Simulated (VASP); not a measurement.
# Os (P6_3/mmc) in VASP: notebook

The runs below take Os through single point, with LDA.

Program: VASP 6.6.1. These are calculated values, not measurements. Logs are shortened: lines on timing, memory, paths and dates and some standing lists are left out, and cuts for length are marked.

### 1 The cell of the first run

Symmetry: P6_3/mmc, No. 194, hexagonal system. The conventional cell has a = 2.718 Å, b = 2.718 Å, c = 4.284 Å, α = 90.00°, β = 90.00°, γ = 120.00°. Os (site symmetry -6m2) has 12 Os at 2.66 to 2.72 Å within 3.5 Å.

### 2 Single point, LDA

File INCAR:

```
SYSTEM = Os
ALGO = Normal
EDIFF = 1E-6
ENCUT = 520
GGA = CA
ISIF = 2
ISMEAR = -1
LASPH = .True.
LCHARG = .False.
LREAL = .False.
LWAVE = .False.
NBANDS = 15
NELM = 100
PREC = Accurate
SIGMA = 0.2
```

File KPOINTS:

```
k-points
0
Gamma
  13 13 8
  0 0 0
```

File POSCAR:

```
Os
1.0
    2.7175247593      0.0000000000      0.0000000000
   -1.3587623796      2.3534454770      0.0000000000
    0.0000000000      0.0000000000      4.2844606214
Os
2
Direct
    0.3333333333      0.6666666667      0.2500000000
    0.6666666667      0.3333333333      0.7500000000
```

Potentials or basis: VASP PAW LDA potentials, release 64 (Os).

Launch:

```
$ cat potpaw_LDA.64/Os/POTCAR > POTCAR
$ mpirun -np 1 vasp_std > vasp.out
```

OUTCAR:

```text
SYSTEM = Os
   EDIFF = 1E-6
   ENCUT = 520
   GGA = CA
   ISIF = 2
   ISMEAR = -1
   LASPH = .True.
   LREAL = .False.
   NELM = 100
   PREC = Accurate

 ion  position               nearest neighbor table
   1  0.333  0.667  0.250-   2 2.66   2 2.66   2 2.66   2 2.66   2 2.66   2 2.66
   2  0.667  0.333  0.750-   1 2.66   1 2.66   1 2.66   1 2.66   1 2.66   1 2.66

  LATTYP: Found a hexagonal cell.
 ALAT       =     2.7175247593
 C/A-ratio  =     1.5766040794

  Lattice vectors:

 A1 = (   2.7175247593,   0.0000000000,   0.0000000000)
 A2 = (  -1.3587623796,   2.3534454770,   0.0000000000)
 A3 = (   0.0000000000,   0.0000000000,   4.2844606214)

Analysis of symmetry for initial positions (statically):
=====================================================================
 Subroutine PRICEL returns:
 Original cell was already a primitive cell.

 Routine SETGRP: Setting up the symmetry group for a
 hexagonal supercell.

 Subroutine GETGRP returns: Found 24 space group operations
 (whereof 12 operations were pure point group operations)
 out of a pool of 24 trial point group operations.

The static configuration has the point symmetry D_3d.
 The point group associated with its full space group is D_6h.

Analysis of symmetry for dynamics (positions and initial velocities):
=====================================================================
 Subroutine PRICEL returns:
 Original cell was already a primitive cell.

 Routine SETGRP: Setting up the symmetry group for a
 hexagonal supercell.

 Subroutine GETGRP returns: Found 24 space group operations
 (whereof 12 operations were pure point group operations)
 out of a pool of 24 trial point group operations.

The dynamic configuration has the point symmetry D_3d.
 The point group associated with its full space group is D_6h.

 Subroutine INISYM returns: Found 24 space group operations
 (whereof 12 operations are pure point group operations),
 and found     1 'primitive' translations

----------------------------------------------------------------------------------------

                                     Primitive cell

  volume of cell :      27.4015

  direct lattice vectors                    reciprocal lattice vectors
     2.717524759  0.000000000  0.000000000     0.367981928  0.212454465  0.000000000
    -1.358762380  2.353445477  0.000000000     0.000000000  0.424908930  0.000000000
     0.000000000  0.000000000  4.284460621     0.000000000  0.000000000  0.233401608

  length of vectors
     2.717524759  2.717524759  4.284460621     0.424908930  0.424908930  0.233401608

  position of ions in fractional coordinates (direct lattice)
     0.333333333  0.666666667  0.250000000
     0.666666667  0.333333333  0.750000000

  ion indices of the primitive-cell ions
   primitive index   ion index
                 1           1
                 2           2

----------------------------------------------------------------------------------------

 KPOINTS: k-points

Automatic generation of k-mesh.
 Grid dimensions read from file:
 generate k-points for:   13   13    8

 Generating k-lattice:

  Cartesian coordinates                     Fractional coordinates (reciprocal lattice)
     0.028306302  0.016342651  0.000000000     0.076923077  0.000000000  0.000000000
     0.000000000  0.032685302  0.000000000     0.000000000  0.076923077  0.000000000
     0.000000000  0.000000000  0.029175201     0.000000000  0.000000000  0.125000000

  Length of vectors
     0.032685302  0.032685302  0.029175201

  Shift w.r.t. Gamma in fractional coordinates (k-lattice)
     0.000000000  0.000000000  0.000000000

 Subroutine IBZKPT returns following result:
 ===========================================

 Found    105 irreducible k-points:

 Following reciprocal coordinates:
            Coordinates               Weight
  0.000000  0.000000  0.000000      1.000000
  0.076923  0.000000  0.000000      6.000000
  0.153846 -0.000000  0.000000      6.000000
  0.230769 -0.000000  0.000000      6.000000
  0.307692 -0.000000  0.000000      6.000000
  0.384615 -0.000000  0.000000      6.000000
[... 16 lines left out ...]
  0.076923  0.000000  0.125000     12.000000
  0.153846 -0.000000  0.125000     12.000000
 [... further k-points ...]
   k-points           NKPTS =    105   k-points in BZ     NKDIM =    105   number of bands    NBANDS=     15
   number of dos      NEDOS =    301   number of ions     NIONS =      2
   total plane-waves  NPLWV =  12800
   dimension x,y,z NGX =    20 NGY =   20 NGZ =   32
   dimension x,y,z NGXF=    40 NGYF=   40 NGZF=   64
   ions per type =               2
   NGX,Y,Z   is equivalent  to a cutoff of  12.24, 12.24, 12.42 a.u.
   NGXF,Y,Z  is equivalent  to a cutoff of  24.47, 24.47, 24.83 a.u.
 SYSTEM =  Os
   PREC   = accura    normal or accurate (medium, high low for compatibility)
   ISTART =      0    job   : 0-new  1-cont  2-samecut
   ICHARG =      2    charge: 1-file 2-atom 10-const
   ISPIN  =      1    spin polarized calculation?
   LNONCOLLINEAR =      F non collinear calculations
   LSORBIT =      F    spin-orbit coupling
   LASPH  =      T    aspherical Exc in radial PAW
   ENCUT  =  520.0 eV  38.22 Ry    6.18 a.u.   5.05  5.05  7.97*2*pi/ulx,y,z
   NELM   =    100;   NELMIN=  2; NELMDL= -5     # of ELM steps
   EDIFF  = 0.1E-05   stopping-criterion for ELM
   LREAL  =      F    real-space projection
   EDIFFG = 0.1E-04   stopping-criterion for IOM
   NSW    =      0    number of steps for IOM
   IBRION =     -1    ionic relax: 0-MD 1-quasi-New 2-CG
   NFREE  =      0    steps in history (QN), initial steepest desc. (CG)
   ISIF   =      2    stress and relaxation
   ISYM   =      2    0-nonsym 1-usesym 2-fastsym
   POTIM  = 0.5000    time-step for ionic-motion
   TEBEG  =    0.0;   TEEND  =   0.0 temperature during run
   PSTRESS=    0.0 pullay stress
   NELECT =      16.0000    total number of electrons
   NUPDOWN=      -1.0000    fix difference up-down
   EMIN   =  10.00;   EMAX   =-10.00  energy-range for DOS
   EFERMI =   0.00;   METHOD = LEGACY
   ISMEAR =    -1;   SIGMA  =   0.20  broadening in eV -4-tet -1-fermi 0-gaus
   EFERMI_NEDOS =   21; number of points for ismear=-14 and -15
   IALGO  =     38    algorithm
   IMIX   =      4    mixing-type and parameters
     AMIX     =   0.40;   BMIX     =  1.00
     AMIX_MAG =   1.60;   BMIX_MAG =  1.00
  volume/ion in A,a.u.               =      13.70        92.46
  Fermi-wavevector in a.u.,A,eV,Ry     =   1.368328  2.585765 25.474482  1.872322
  Thomas-Fermi vector in A             =   2.494302
   LORBIT       =      0    0 simple, 1 ext, 2 COOP (PROOUT), +10 PAW based schemes
   GGA     = CA    functional components
   LHFCALC =     F    Hartree Fock is set to
   AEXX    =    0.0000 exact exchange contribution
   IVDW    =     0    specifies the selected vdW correction
   LEPSILON=     F    determine dielectric tensor
   LRPA    =     F    only Hartree local field effects (RPA)
 non-spin polarized calculation
  energy-cutoff  :      520.00
  volume of cell :       27.40
 maximum number of plane-waves:       756
   NGX = 11   NGY = 11   NGZ = 15

 number of electron      15.9999998 magnetization

 Free energy of the ion-electron system (eV)
  ---------------------------------------------------
  ext. energy  EPLUGINS =         0.00000000
  ---------------------------------------------------
  free energy    TOTEN  =       -25.38579074 eV

  energy without entropy =      -25.22751129  energy(sigma->0) =      -25.30665101

 E-fermi :   9.7484     XC(G=0): -14.2969

 val. band max:        9.7301168242   @ k =   0.0769   0.0769   0.3750
 cond. band min:       9.7588528956   @ k =   0.3077   0.0769   0.2500
 fundamental gap:      0.0287360714
 Fermi energy:         9.7484263566

 k-point     1 :       0.0000    0.0000    0.0000
  band No.  band energies     occupation
      1      -1.3408      2.00000
      2       1.7546      2.00000
      3       6.5488      2.00000
      4       6.5488      2.00000
      5       6.8340      2.00000
      6       7.4237      1.99998
      7       7.4237      1.99998
      8       8.0743      1.99954
      9       8.0743      1.99954
     10       9.8866      0.66757
     11      11.4449      0.00041
     12      11.4449      0.00041
     13      19.0693      0.00000
     14      23.8138      0.00000
     15      26.5832      0.00000

 k-point     2 :       0.0769    0.0000    0.0000
  band No.  band energies     occupation
      1      -1.0959      2.00000
      2       1.9703      2.00000
      3       6.0963      2.00000
      4       6.7653      2.00000
      5       7.2014      1.99999
      6       7.3041      1.99999
      7       7.6260      1.99995
      8       7.7564      1.99991
      9       7.9004      1.99981
     10       8.9056      1.97086
     11      11.5677      0.00022
     12      12.8095      0.00000
     13      19.0528      0.00000
     14      24.3217      0.00000
     15      26.8981      0.00000

 k-point     3 :       0.1538   -0.0000    0.0000
  band No.  band energies     occupation
      1      -0.4030      2.00000
      2       2.5229      2.00000
      3       5.5015      2.00000
      4       6.6163      2.00000
      5       6.9000      2.00000
      6       7.3989      1.99998
      7       7.4816      1.99998
      8       7.8497      1.99985
      9       8.2149      1.99907
     10       8.2207      1.99904
     11      11.8424      0.00006
     12      14.8572      0.00000
     13      18.9385      0.00000
     14      25.5051      0.00000
     15      27.4509      0.00000

 k-point     4 :       0.2308   -0.0000    0.0000
  band No.  band energies     occupation
      1       0.5955      2.00000
      2       3.0116      2.00000
      3       5.2041      2.00000
      4       5.3206      2.00000
      5       6.6149      2.00000
      6       6.9903      2.00000
      7       7.8235      1.99987
      8       8.3961      1.99769
      9       8.6900      1.98999
     10       9.1304      1.91297
     11      12.1239      0.00001
     12      16.9771      0.00000
     13      18.6791      0.00000
     14      24.7748      0.00000
     15      26.3980      0.00000
[... 307 lines left out ...]
 k-point    22 :       0.0000    0.0000    0.1250
  band No.  band energies     occupation
      1      -1.1412      2.00000
      2       1.7860      2.00000
      3       6.4255      2.00000
      4       6.4255      2.00000
      5       6.7183      2.00000
      6       7.2910      1.99999
      7       7.2910      1.99999
      8       8.3786      1.99788
      9       8.3786      1.99788
     10       9.2368      1.85623
     11      11.4706      0.00036
     12      11.4706      0.00036
     13      19.9689      0.00000
     14      23.4342      0.00000
     15      27.1054      0.00000

 k-point    23 :       0.0769    0.0000    0.1250
  band No.  band energies     occupation
      1      -0.9004      2.00000
      2       2.0073      2.00000
      3       6.0710      2.00000
      4       6.6109      2.00000
      5       6.8888      2.00000
      6       7.0274      2.00000
      7       7.4785      1.99998
      8       8.1759      1.99923
      9       8.2548      1.99886
     10       8.6836      1.99030
     11      11.5755      0.00022
     12      12.4752      0.00000
     13      19.9768      0.00000
     14      23.9377      0.00000
     15      27.3941      0.00000

 k-point    24 :       0.1538   -0.0000    0.1250
  band No.  band energies     occupation
      1      -0.2237      2.00000
      2       2.5780      2.00000
      3       5.5280      2.00000
      4       6.1910      2.00000
      5       6.7941      2.00000
      6       7.0300      2.00000
      7       7.7660      1.99990
      8       7.8951      1.99981
      9       8.2267      1.99901
     10       8.5498      1.99502
     11      11.8069      0.00007
     12      14.1615      0.00000
     13      19.9554      0.00000
     14      25.1837      0.00000
     15      27.2909      0.00000

 [... further k-points ...]
[... 5 lines left out ...]
  --------------------------------------------------------------------------------------
  -------------------------------------------------------------------------------------
  Total        0.2522038      0.2522038      0.3216209      0.0000000      0.0000000      0.0000000
  in kB       14.7464828     14.7464828     18.8053352      0.0000000      0.0000000      0.0000000
  external PRESSURE =      16.0994336 kB  Pullay stress =       0.0000000 kB

 VOLUME and BASIS-vectors are now :
 -----------------------------------------------------------------------------
  energy-cutoff  :      520.00
  volume of cell :       27.40
      direct lattice vectors                 reciprocal lattice vectors
     2.717524759  0.000000000  0.000000000     0.367981928  0.212454465  0.000000000
    -1.358762380  2.353445477  0.000000000     0.000000000  0.424908930  0.000000000
     0.000000000  0.000000000  4.284460621     0.000000000  0.000000000  0.233401608

 POSITION                                       TOTAL-FORCE (eV/Angst)
 -----------------------------------------------------------------------------------
     -0.00000      1.56896      1.07112        -0.000000      0.000000      0.000000
      1.35876      0.78448      3.21335         0.000000     -0.000000      0.000000
 -----------------------------------------------------------------------------------
    total drift:                               -0.000000      0.000000     -0.000000

  FREE ENERGIE OF THE ION-ELECTRON SYSTEM (eV)
  ---------------------------------------------------
  free  energy   TOTEN  =       -25.3857907380 eV

  energy  without entropy=      -25.2275112884  energy(sigma->0) =      -25.30665101
```

Wall time 22 s (1 thread of Intel Xeon 6975P-C, shared host); peak memory 0.15 GiB.

What came out:

| Item | Value |
| --- | --- |
| Free energy | -25.3858 eV |
| Pressure | 1.6 GPa |
| Band gap on the k mesh | zero (band 8 reaches 11.84 eV, above the bottom of band 9 at 7.90 eV) |

Levels at points of the mesh, in eV from the Fermi level:
| k point | band 4 | band 5 | band 6 | band 7 | band 8 | band 9 | band 10 | band 11 | band 12 | band 13 |
| --- | --- | --- | --- | --- | --- | --- | --- | --- | --- | --- |
| (0.00, 0.00, 0.00) | -3.20 | -2.91 | -2.32 | -2.32 | -1.67 | -1.67 | 0.14 | 1.70 | 1.70 | 9.32 |
| (0.00, 0.00, 0.50) | -3.68 | -3.40 | -3.40 | -3.40 | -3.40 | 0.88 | 0.88 | 0.88 | 0.88 | 13.78 |

Caveat: spin-orbit coupling is left out, which moves the levels of the heavy elements.

(Part 1 of 2 ends here.)
